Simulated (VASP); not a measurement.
Write the native input for VASP 6.6.1 that does the following.

```
Task                   : single point
Functional             : r2SCAN
Potentials or basis    : VASP PAW PBE potentials, release 64 (Na_pv, I)
Cutoff                 : 520 eV
k mesh                 : 6 × 6 × 6
Occupations            : gaussian, width 0.05 eV
Spin                   : no spin polarisation
Dipole correction      : no
Further INCAR settings : ALGO = Normal; EDIFF = 1e-07; NBANDS = 14
```

NaI:

```
Na I
1.0
     0.00000    3.23640    3.18785
     3.23640    0.00000    3.18785
     3.23640    3.23640    0.00000
Na I
1 1
Direct
  0.00000 0.00000 0.00000
  0.50000 0.50000 0.50000
```

This cell differs from its parent crystal: strain +0.000 along x and y, -0.015 along z.

One way to write it, as run:

POSCAR

```
NaI
1.0
    0.0000000000      3.2364000000      3.1878540000
    3.2364000000      0.0000000000      3.1878540000
    3.2364000000      3.2364000000      0.0000000000
Na I
1 1
Direct
    0.0000000000      0.0000000000      0.0000000000
    0.5000000000      0.5000000000      0.5000000000
```

INCAR.step1

```
SYSTEM = NaI
PREC = Accurate
ENCUT = 520
ISMEAR = 0
SIGMA = 0.05
LREAL = .False.
LASPH = .True.
NELM = 60
NBANDS = 14
GGA = PE
ALGO = Normal
EDIFF = 1E-4
LWAVE = .True.
LCHARG = .False.
```

INCAR.step2

```
SYSTEM = NaI
PREC = Accurate
ENCUT = 520
EDIFF = 1E-7
ISMEAR = 0
SIGMA = 0.05
LREAL = .False.
LASPH = .True.
NELM = 60
ALGO = Normal
ISIF = 2
LWAVE = .False.
LCHARG = .False.
METAGGA = R2SCAN
LMIXTAU = .True.
NBANDS = 14
ISTART = 1
```

KPOINTS

```
regular mesh
0
Gamma
  6 6 6
  0 0 0
```

Potentials or basis: VASP PAW PBE potentials, release 64 (Na_pv, I).

Launch:

```sh
$ cat potpaw_PBE.64/Na_pv/POTCAR potpaw_PBE.64/I/POTCAR > POTCAR
$ cp INCAR.step1 INCAR
$ mpirun -np 1 vasp_std > vasp.out
$ cp INCAR.step2 INCAR
$ mpirun -np 1 vasp_std > vasp.out
```

It gave:

- Pressure: 0.1 GPa
- Band gap on the k mesh: 4.48 eV

Caveat: the cell differs from its parent crystal (strain +0.000 along x and y, -0.015 along z); the PAW data sets were made with another functional, which shifts forces and pressure a little; spin-orbit coupling is left out, which moves the levels of the heavy elements.

Run time: 64 s on 1 thread of Intel(R) Xeon(R) 6975P-C (Granite Rapids), on a shared host, peak memory 0.22 GiB.
